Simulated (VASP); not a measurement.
# Si3H2C4 in VASP: notebook

Runs on Si3H2C4. Level: PBEsol. Tasks: single point.

Everything below comes from runs of VASP 6.6.1. Logs are shortened: lines on timing, memory, paths and dates and some standing lists are left out, and cuts for length are marked.

### Step 1. The cell of the first run

The cell holds a slab with vacuum, 18 atoms: a = 6.161 Å, b = 3.081 Å, c = 20.037 Å, α = 90.00°, β = 90.00°, γ = 90.00°.

### Step 2. Single point, PBEsol

INCAR

```
SYSTEM = Si3H2C4
  ALGO = Normal
  DIPOL = 0.5 0.5 0.351
  EDIFF = 1E-6
  ENCUT = 520
  GGA = PS
  IDIPOL = 3
  ISIF = 2
  ISMEAR = 0
  LASPH = .TRUE.
  LCHARG = .FALSE.
  LDIPOL = .TRUE.
  LREAL = Auto
  LWAVE = .FALSE.
  NBANDS = 45
  NELM = 80
  PREC = Accurate
  SIGMA = 0.05
```

KPOINTS

```
k-points
0
G
  4 8 1
  0 0 0
```

POSCAR

```
Si3H2C4
1.0
    6.1612406585      0.0000000000      0.0000000000
    0.0000000000      3.0806203293      0.0000000000
    0.0000000000      0.0000000000     20.0373883794
C Si H
8 6 4
Direct
    0.5000000000      0.5000000000      0.2321862369
    0.0000000000      0.5000000000      0.2321862369
    0.7500000000      0.0000000000      0.3408993827
    0.2500000000      0.0000000000      0.3408993827
    0.0000000000      0.5000000000      0.4599216050
    0.5000000000      0.5000000000      0.4412154331
    0.3878695791      0.0000000000      0.5467955156
    0.6121304209      0.0000000000      0.5467955156
    0.2500000000      0.5000000000      0.2865428098
    0.7500000000      0.5000000000      0.2865428098
    0.5000000000      0.0000000000      0.3915692722
    0.0000000000      0.0000000000      0.3995846483
    0.7234662979      0.5000000000      0.5059672534
    0.2765337021      0.5000000000      0.5059672534
    0.5000000000      0.2248963861      0.1983620084
    0.5000000000      0.7751036139      0.1983620084
    0.0000000000      0.7747262802      0.1982371399
    0.0000000000      0.2252737198      0.1982371399
```

Potentials or basis: VASP PAW PBE potentials, release 64 (C, Si, H).

The run is started by

```console
$ cat potpaw_PBE.64/C/POTCAR potpaw_PBE.64/Si/POTCAR potpaw_PBE.64/H/POTCAR > POTCAR
$ mpirun -np 1 vasp_std > vasp.out
```

OUTCAR:

```text
SYSTEM = Si3H2C4
   EDIFF = 1E-6
   ENCUT = 520
   GGA = PS
   ISIF = 2
   ISMEAR = 0
   LASPH = .TRUE.
   LREAL = Auto
   NELM = 80
   PREC = Accurate

 ion  position               nearest neighbor table
   1  0.500  0.500  0.232-  15 1.09  16 1.09   9 1.89  10 1.89
   2  0.000  0.500  0.232-  17 1.09  18 1.09   9 1.89  10 1.89
   3  0.750  0.000  0.341-  11 1.84  10 1.89  10 1.89  12 1.94
   4  0.250  0.000  0.341-  11 1.84   9 1.89   9 1.89  12 1.94
   5  0.000  0.500  0.460-  13 1.94  14 1.94  12 1.96  12 1.96
   6  0.500  0.500  0.441-  11 1.83  11 1.83  14 1.89  13 1.89
   7  0.388  0.000  0.547-   8 1.38  14 1.87  14 1.87
   8  0.612  0.000  0.547-   7 1.38  13 1.87  13 1.87
   9  0.250  0.500  0.287-   1 1.89   2 1.89   4 1.89   4 1.89  11 3.03  11 3.03  10 3.08  10 3.08
                            12 3.14  12 3.14
  10  0.750  0.500  0.287-   1 1.89   2 1.89   3 1.89   3 1.89  11 3.03  11 3.03   9 3.08   9 3.08
                            12 3.14  12 3.14
  11  0.500  0.000  0.392-   6 1.83   6 1.83   3 1.84   4 1.84  10 3.03   9 3.03   9 3.03  10 3.03
                            12 3.08  12 3.08  13 3.09  13 3.09  14 3.09  14 3.09
  12  0.000  0.000  0.400-   3 1.94   4 1.94   5 1.96   5 1.96  11 3.08  11 3.08  13 3.13  13 3.13
                            14 3.13  14 3.13  10 3.14   9 3.14  10 3.14   9 3.14
  13  0.723  0.500  0.506-   8 1.87   8 1.87   6 1.89   5 1.94  14 2.75  11 3.09  11 3.09  12 3.13
                            12 3.13
  14  0.277  0.500  0.506-   7 1.87   7 1.87   6 1.89   5 1.94  13 2.75  11 3.09  11 3.09  12 3.13
                            12 3.13
  15  0.500  0.225  0.198-   1 1.09
  16  0.500  0.775  0.198-   1 1.09
  17  0.000  0.775  0.198-   2 1.09
  18  0.000  0.225  0.198-   2 1.09

  LATTYP: Found a simple orthorhombic cell.
 ALAT       =     3.0806203293
 B/A-ratio  =     2.0000000000
 C/A-ratio  =     6.5043355680

  Lattice vectors:

 A1 = (   0.0000000000,  -3.0806203293,   0.0000000000)
 A2 = (   6.1612406585,   0.0000000000,   0.0000000000)
 A3 = (   0.0000000000,   0.0000000000,  20.0373883794)

Analysis of symmetry for initial positions (statically):
=====================================================================
 Subroutine PRICEL returns:
 Original cell was already a primitive cell.

 Routine SETGRP: Setting up the symmetry group for a
 simple orthorhombic supercell.

 Subroutine GETGRP returns: Found  4 space group operations
 (whereof  4 operations were pure point group operations)
 out of a pool of  8 trial point group operations.

The static configuration has the point symmetry C_2v.

Analysis of symmetry for dynamics (positions and initial velocities):
=====================================================================
 Subroutine PRICEL returns:
 Original cell was already a primitive cell.

 Routine SETGRP: Setting up the symmetry group for a
 simple orthorhombic supercell.

 Subroutine GETGRP returns: Found  4 space group operations
[... 147 lines left out ...]
  Fermi-wavevector in a.u.,A,eV,Ry     =   0.884591  1.671636 10.646588  0.782502
  Thomas-Fermi vector in A             =   2.005512
   LORBIT       =      0    0 simple, 1 ext, 2 COOP (PROOUT), +10 PAW based schemes
   GGA     = PS    functional components
   LHFCALC =     F    Hartree Fock is set to
   AEXX    =    0.0000 exact exchange contribution
   IVDW    =     0    specifies the selected vdW correction
   LEPSILON=     F    determine dielectric tensor
   LRPA    =     F    only Hartree local field effects (RPA)
 non-spin polarized calculation
 Gauss-broadening in eV      SIGMA  =   0.05
  energy-cutoff  :      520.00
  volume of cell :      380.32
 maximum number of plane-waves:     10275
 NGX is ok and might be reduce to    48
   NGX = 23   NGY = 11   NGZ = 75

 dipolmoment           0.000000      0.000000     -0.000116 electrons x Angstroem

 number of electron      59.9999999 magnetization

 dipolmoment           0.000000      0.000000      0.149941 electrons x Angstroem

 Free energy of the ion-electron system (eV)
  ---------------------------------------------------
  ext. energy  EPLUGINS =         0.00000000
  ---------------------------------------------------
  free energy    TOTEN  =      -123.83242344 eV

  energy without entropy =     -123.83155048  energy(sigma->0) =     -123.83198696

 E-fermi :   0.9105     XC(G=0):  -5.2642

 val. band max:        0.8530870895   @ k =   0.2500   0.0000   0.0000
 cond. band min:       0.9549698141   @ k =   0.5000   0.0000   0.0000
 fundamental gap:      0.1018827246
 Fermi energy:         0.9104996295

 k-point     1 :       0.0000    0.0000    0.0000
  band No.  band energies     occupation
      1     -15.7949      2.00000
      2     -14.8143      2.00000
      3     -13.4485      2.00000
      4     -12.5538      2.00000
      5     -12.2748      2.00000
      6     -12.2572      2.00000
[... 664 lines left out ...]
     41       6.0162      0.00000
     42       6.7210      0.00000
 [bands above 42 left out]

------------------------ aborting loop because EDIFF is reached ----------------------------------------

 vacuum level on the upper side and lower side of the slab       (xc-potential included)         0.539        -0.836

  FORCE on cell =-STRESS in cart. coord.  units (eV):
  Direction    XX          YY          ZZ          XY          YZ          ZX
  --------------------------------------------------------------------------------------
  -------------------------------------------------------------------------------------
  Total       -3.5377462     14.4707370     -1.2892624      0.0000000      0.0000000      0.0000000
  in kB      -14.9035523     60.9612363     -5.4313081      0.0000000      0.0000000      0.0000000
  external PRESSURE =      13.5421253 kB  Pullay stress =       0.0000000 kB

 VOLUME and BASIS-vectors are now :
 -----------------------------------------------------------------------------
  energy-cutoff  :      520.00
  volume of cell :      380.32
      direct lattice vectors                 reciprocal lattice vectors
     6.161240658  0.000000000  0.000000000     0.162304973  0.000000000  0.000000000
     0.000000000  3.080620329  0.000000000     0.000000000  0.324609946  0.000000000
     0.000000000  0.000000000 20.037388379     0.000000000  0.000000000  0.049906703

 POSITION                                       TOTAL-FORCE (eV/Angst)
 -----------------------------------------------------------------------------------
      3.08062      1.54031      4.65241         0.000000      0.000000      0.743136
      0.00000      1.54031      4.65241         0.000000      0.000000      0.541331
      4.62093      0.00000      6.83073         0.953189      0.000000     -0.094347
      1.54031      0.00000      6.83073        -0.953189      0.000000     -0.094347
      0.00000      1.54031      9.21563         0.000000      0.000000      0.020383
      3.08062      1.54031      8.84080         0.000000      0.000000     -0.013873
[... 10 lines left out ...]
      0.00000      2.38664      3.97215         0.000000      0.027166     -0.022855
      0.00000      0.69398      3.97215         0.000000     -0.027166     -0.022855
 -----------------------------------------------------------------------------------
    total drift:                                0.000000      0.000000     -0.005744

  FREE ENERGIE OF THE ION-ELECTRON SYSTEM (eV)
  ---------------------------------------------------
  free  energy   TOTEN  =      -123.8324234425 eV

  energy  without entropy=     -123.8315504800  energy(sigma->0) =     -123.83198696

 vacuum level on the upper side and lower side of the slab         5.526         4.106
```

OSZICAR:

```text
N       E                     dE             d eps       ncg     rms          rms(c)
DAV:   1     0.342153146078E+03    0.34215E+03   -0.23857E+04  1350   0.107E+03
DAV:   2    -0.872153876730E+02   -0.42937E+03   -0.41061E+03  1843   0.235E+02
DAV:   3    -0.136594127144E+03   -0.49379E+02   -0.48589E+02  1708   0.773E+01
[... 18 lines left out ...]
DAV:  22    -0.123832413746E+03   -0.47591E-05   -0.23281E-07  1276   0.181E-03    0.447E-04
DAV:  23    -0.123832417484E+03   -0.37384E-05   -0.18085E-07  1229   0.149E-03    0.306E-04
DAV:  24    -0.123832421176E+03   -0.36921E-05   -0.18927E-07  1130   0.125E-03    0.227E-04
DAV:  25    -0.123832422916E+03   -0.17402E-05   -0.63194E-08  1170   0.717E-04    0.153E-04
DAV:  26    -0.123832423443E+03   -0.52618E-06   -0.17968E-08  1138   0.453E-04
   1 F= -.12383242E+03 E0= -.12383199E+03  d E =-.872963E-03
```

It took 5.1 min on 1 thread of AMD EPYC 9R45 (Zen 5), shared host; peak memory 0.48 GiB.

Results:

| Quantity | Value |
| --- | --- |
| Free energy | -123.8324 eV |
| Largest force | 0.958 eV/Å |
| Band gap on the k mesh | zero (bands 30 and 31 overlap by 0.21 eV) |

Forces on the atoms (eV/Å):
```
C    0.000  0.000  0.743
C    0.000  0.000  0.541
C    0.953  0.000 -0.094
C   -0.953  0.000 -0.094
C    0.000  0.000  0.020
C    0.000  0.000 -0.014
C   -0.076  0.000  0.023
C    0.076  0.000  0.023
Si  -0.475  0.000 -0.530
Si   0.475  0.000 -0.530
Si   0.000  0.000  0.001
Si   0.000  0.000  0.000
Si   0.014  0.000  0.000
Si  -0.014  0.000  0.000
H    0.000 -0.027 -0.022
H    0.000  0.027 -0.022
H    0.000  0.027 -0.023
H    0.000 -0.027 -0.023
```

Caveat: the PAW data sets were made with another functional, which shifts forces and pressure a little.

### Step 3. Single point, PBEsol

INCAR

```
PREC = Accurate ; ENCUT = 520
EDIFF = 1E-7 ; ISMEAR = 0
SIGMA = 0.05 ; LREAL = Auto
LASPH = True ; NELM = 100
ALGO = Normal ; ISIF = 2
LWAVE = False ; LCHARG = True
LDIPOL = True ; IDIPOL = 3
DIPOL = 0.5 0.5 0.350 ; GGA = PS
LELF = True ; LVHAR = True
LVACPOTAV = True ; NBANDS = 45
```

KPOINTS

```
Automatic mesh
0
Gamma
  4 8 1
```

POSCAR

```
Si3H2C4
1.0
    6.1612406585      0.0000000000      0.0000000000
    0.0000000000      3.0806203293      0.0000000000
    0.0000000000      0.0000000000     20.0373883794
C Si H
8 6 4
Direct
    0.5000000000      0.5000000000      0.2321862369
    0.0000000000      0.5000000000      0.2321862369
    0.7500000000      0.0000000000      0.3408993827
    0.2500000000      0.0000000000      0.3408993827
   -0.0030845247      0.5000000000      0.4585056198
    0.5025344794      0.5000000000      0.4393701591
    0.3882415188      0.0000000000      0.5395091369
    0.6113304144      0.0000000000      0.5467955156
    0.2500000000      0.5000000000      0.2865428098
    0.7500000000      0.5000000000      0.2865428098
    0.5007931218      0.0000000000      0.3905969197
   -0.0017190108      0.0000000000      0.3987726949
    0.7211506902      0.5000000000      0.5056746813
    0.2734664829      0.5000000000      0.5017867513
    0.5000000000      0.2248963861      0.1983620084
    0.5000000000      0.7751036139      0.1983620084
    0.0000000000      0.7747262802      0.1982371399
    0.0000000000      0.2252737198      0.1982371399
```

Potentials or basis: VASP PAW PBE potentials, release 64 (C, Si, H).

The run is started by

```console
$ cat potpaw_PBE.64/C/POTCAR potpaw_PBE.64/Si/POTCAR potpaw_PBE.64/H/POTCAR > POTCAR
$ mpirun -np 1 vasp_std > vasp.out
```

It took 5.9 min on 1 thread of AMD EPYC 9R45 (Zen 5), shared host; peak memory 0.48 GiB.

The run converged. Its results:

```yaml
Free_energy: -123.7444 eV
Largest_force: 1.181 eV/Å
Band_gap_on_the_k_mesh: zero (bands 30 and 31 overlap by 0.09 eV)
```

Forces on the atoms (eV/Å):
```
C    0.000  0.000  0.745
C   -0.001  0.000  0.532
C    1.062  0.000 -0.487
C   -1.056  0.000 -0.237
C    0.006  0.000  0.019
C   -0.007  0.000 -0.015
C   -0.083  0.000  1.178
C    0.076  0.000 -0.477
Si  -0.496  0.000 -0.574
Si   0.495  0.000 -0.590
Si  -0.008  0.000  0.004
Si   0.008  0.000 -0.004
Si   0.023  0.000 -0.004
Si  -0.019  0.000 -0.002
H   -0.001 -0.027 -0.021
H   -0.001  0.027 -0.021
H    0.000  0.028 -0.024
H    0.000 -0.028 -0.024
```

Levels at points of the mesh, in eV from the Fermi level:
| k point | band 28 | band 29 | band 30 | band 31 | band 32 | band 33 |
| --- | --- | --- | --- | --- | --- | --- |
| (0.00, 0.00, 0.00) | -1.49 | -1.38 | -0.18 | 0.89 | 1.29 | 2.74 |
| (0.50, 0.00, 0.00) | -1.56 | -1.45 | 0.04 | 0.89 | 2.37 | 2.96 |
| (0.00, 0.50, 0.00) | -2.20 | -2.11 | -1.61 | -0.05 | 1.51 | 2.86 |
| (0.50, 0.50, 0.00) | -2.89 | -2.56 | -2.12 | 0.66 | 2.31 | 2.70 |

Caveat: the PAW data sets were made with another functional, which shifts forces and pressure a little.

### Step 4. Single point, PBEsol

INCAR

```
PREC = Accurate
ENCUT = 520
EDIFF = 1E-7
ISMEAR = 0
SIGMA = 0.05
LREAL = Auto
LASPH = T
NELM = 80
ALGO = Normal
ISIF = 2
LWAVE = F
LCHARG = F
LDIPOL = T
IDIPOL = 3
DIPOL = 0.5 0.5 0.351
GGA = PS
NBANDS = 45
```

KPOINTS is that of step 3.

POSCAR

```
Si3H2C4
1.0
    6.1612406585      0.0000000000      0.0000000000
    0.0000000000      3.0806203293      0.0000000000
    0.0000000000      0.0000000000     20.0373883794
C Si H
8 6 4
Direct
    0.5000000000      0.5000000000      0.2321862369
    0.0000000000      0.5000000000      0.2321862369
    0.7500000000      0.0000000000      0.3408993827
    0.2500000000      0.0000000000      0.3408993827
   -0.0026932613      0.5000000000      0.4612879385
    0.5023052535      0.5000000000      0.4428727641
    0.3879024027      0.0000000000      0.5467955156
    0.6115035181      0.0000000000      0.5537325474
    0.2500000000      0.5000000000      0.2865428098
    0.7500000000      0.5000000000      0.2865428098
    0.5007071239      0.0000000000      0.3924315436
   -0.0015978944      0.0000000000      0.4004021098
    0.7204880856      0.5000000000      0.5099728736
    0.2746911878      0.5000000000      0.5061932361
    0.5000000000      0.2248963861      0.1983620084
    0.5000000000      0.7751036139      0.1983620084
    0.0000000000      0.7747262802      0.1982371399
    0.0000000000      0.2252737198      0.1982371399
```

The run is started by

```console
$ cat potpaw_PBE.64/C/POTCAR potpaw_PBE.64/Si/POTCAR potpaw_PBE.64/H/POTCAR > POTCAR
$ mpirun -np 1 vasp_std > vasp.out
```

Run time: 5.8 min. Hardware: 1 thread of AMD EPYC 9R45 (Zen 5), shared host; peak memory 0.48 GiB.

Results (log left out):

| Item | Value |
| --- | --- |
| Free energy | -123.7606 eV |
| Largest force | 1.040 eV/Å |
| Band gap on the k mesh | zero (bands 30 and 31 overlap by 0.32 eV) |

Forces on the atoms (eV/Å):
```
C    0.001  0.000  0.743
C    0.000  0.000  0.550
C    0.866  0.000  0.043
C   -0.862  0.000  0.244
C    0.005  0.000  0.018
C   -0.003  0.000 -0.011
C   -0.074  0.000  0.514
C    0.069  0.000 -1.037
Si  -0.458  0.000 -0.473
Si   0.459  0.000 -0.488
Si   0.002  0.000  0.004
Si   0.008  0.000 -0.002
Si   0.017  0.000 -0.012
Si  -0.030  0.000 -0.004
H    0.000 -0.027 -0.023
H    0.000  0.027 -0.023
H    0.001  0.027 -0.021
H    0.001 -0.027 -0.021
```

Levels at points of the mesh, in eV from the Fermi level:
```tsv
k point	band 26	band 27	band 28	band 29	band 30	band 31	band 32	band 33	band 34	band 35
(0.00, 0.00, 0.00)	-2.11	-1.79	-1.75	-1.48	-0.14	0.80	1.07	2.57	2.75	3.31
(0.50, 0.00, 0.00)	-2.73	-1.98	-1.71	-1.71	0.06	0.73	2.26	2.85	2.94	3.30
(0.00, 0.50, 0.00)	-3.02	-2.48	-2.19	-2.13	-1.76	-0.26	1.29	2.61	2.91	3.38
(0.50, 0.50, 0.00)	-4.03	-3.54	-3.16	-2.75	-2.38	0.49	2.11	2.49	2.90	3.11
```

Caveat: the PAW data sets were made with another functional, which shifts forces and pressure a little.

### Step 5. The runs side by side

| cell | gap on the mesh (eV) | largest force (eV/Å) |
| --- | --- | --- |
| as given, atomic positions A | none | 0.96 |
| as given, atomic positions B | none | 1.18 |
| as given, atomic positions C | none | 1.04 |

Alike in all rows: task single point; level PBEsol; potentials or basis VASP PAW PBE potentials, release 64 (C, Si, H); no spin polarisation; k mesh 4 × 8 × 1; cutoff (eV) 520; smearing gaussian 0.05 eV.

Caveats: the PAW data sets were made with another functional, which shifts forces and pressure a little.

Absolute energies hang on the potentials; compare differences alone.
